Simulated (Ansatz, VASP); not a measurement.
Two plane-wave programs on Cu

```
Cu
1.0
     2.53660    0.00000    0.00000
    -1.26830    2.19676    0.00000
     0.00000    0.00000   24.89899
Cu
6
Direct
  0.33333 0.66667 0.71039
  0.66667 0.33333 0.54201
  0.00000 0.00000 0.62624
  0.33333 0.66667 0.45799
  0.66667 0.33333 0.28961
  0.00000 0.00000 0.37376
```

Alike in both runs: task single point; functional PBE; dispersion D4; k mesh 12 × 12 × 2; occupations fermi-dirac, width 0.02 eV; no spin polarisation.

```csv
,VASP,Ansatz
version,VASP 6.6.1,Ansatz 0.2.0
potentials or method,"VASP PAW PBE potentials, release 64 (Cu)",Ansatz PAW
plane-wave cutoff (eV),520,420
valence electrons in the cell,66,114
```

Ansatz gave:

```
gap on the k mesh at the Fermi level (eV) : none
rms of the force components (eV/Å)        : 0.066
```

Task: Which values does VASP return?

Result: gap on the k mesh at the Fermi level (eV): none; rms of the force components (eV/Å): 0.061.

Atom by atom the forces differ by 0.005 eV/Å (rms over components). A gap of «none» marks a metal or a gap that the smearing closes. VASP's potentials hold 66 valence electrons a cell and Ansatz's 114, so a difference there can come from the potentials and not from the codes.
